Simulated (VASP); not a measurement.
Set up this calculation in VASP 6.6.1, as the native input.

```
Task                   : single point
Functional             : LDA
Potentials or basis    : VASP PAW LDA potentials, release 64 (Sn_d, O)
Cutoff                 : 520 eV
k mesh                 : 6 × 6 × 8
Occupations            : gaussian, width 0.05 eV
Spin                   : no spin polarisation
Dipole correction      : no
Further INCAR settings : ALGO = Normal; EDIFF = 1e-06; NBANDS = 35
```

The structure of SnO2 lies in POSCAR:

```
SnO2
1.0
    4.7207174017      0.0000000000      0.0000000000
    0.0000000000      4.7207174017      0.0000000000
    0.0000000000      0.0000000000      3.1887553105
Sn O
2 4
Direct
    0.0000000000      0.0000000000     -0.0526851337
    0.5000000000      0.5000000000      0.5526851337
    0.2344479741      0.3777651251      0.0306530775
    0.2655520259      0.8777651251      0.4693469225
    0.7655520259      0.6222348749      0.0306530775
    0.7344479741      0.1222348749      0.4693469225
```

This cell differs from its parent crystal: atoms displaced along a vibrational mode.

The input as run:

INCAR

```
SYSTEM = SnO2
PREC = Accurate
ENCUT = 520
EDIFF = 1E-6
ISMEAR = 0
SIGMA = 0.05
LREAL = .False.
LASPH = .True.
NELM = 100
ALGO = Normal
ISIF = 2
LWAVE = .False.
LCHARG = .True.
LELF = .True.
LVHAR = .True.
NBANDS = 35
```

KPOINTS

```
regular mesh
0
Gamma
  6 6 8
  0 0 0
```

Potentials or basis: VASP PAW LDA potentials, release 64 (Sn_d, O).

Launch:

```bash
$ cat potpaw_LDA.64/Sn_d/POTCAR potpaw_LDA.64/O/POTCAR > POTCAR
$ mpirun -np 1 vasp_std > vasp.out
```

Results of the run:

The pressure is -7.0 GPa and the largest force is 1.271 eV/Å. The band gap on the k mesh is 0.92 eV (least direct gap 0.93 eV).

Caveat: the cell differs from its parent crystal (atoms displaced along a vibrational mode); the cell stands under tension; spin-orbit coupling is left out, which moves the levels of the heavy elements; forces of over 1 eV/Å act on the atoms, so gaps and moduli don't describe the material at rest.

It took 3.7 min on 1 thread of Intel Xeon 8259CL (shared host), peak memory 0.26 GiB.
